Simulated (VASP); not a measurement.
Input of a VASP 6.6.1 run:

INCAR

```
SYSTEM = K
ALGO = Normal ; EDIFF = 1E-6
ENCUT = 500 ; GGA = CA
GGA_COMPAT = .FALSE. ; ISIF = 2
ISMEAR = -1 ; LASPH = .TRUE.
LCHARG = .FALSE. ; LREAL = .FALSE.
LWAVE = .FALSE. ; NBANDS = 10
NELM = 120 ; PREC = Accurate
SIGMA = 0.05
```

Contents of KPOINTS:

```
k-points
0
G
  8 8 8
  0 0 0
```

Contents of POSCAR:

```
K
1.0
   -2.6125000000      2.6125000000      2.6125000000
    2.6125000000     -2.6125000000      2.6125000000
    2.6125000000      2.6125000000     -2.6125000000
K
1
Direct
    0.0000000000      0.0000000000      0.0000000000
```

Potentials or basis: VASP PAW LDA potentials, release 64 (K_sv).

Run with:

```sh
$ cat potpaw_LDA.64/K_sv/POTCAR > POTCAR
$ mpirun -np 1 vasp_std > vasp.out
```

Problem. What does it give for the pressure?

Solution. -0.4 GPa.
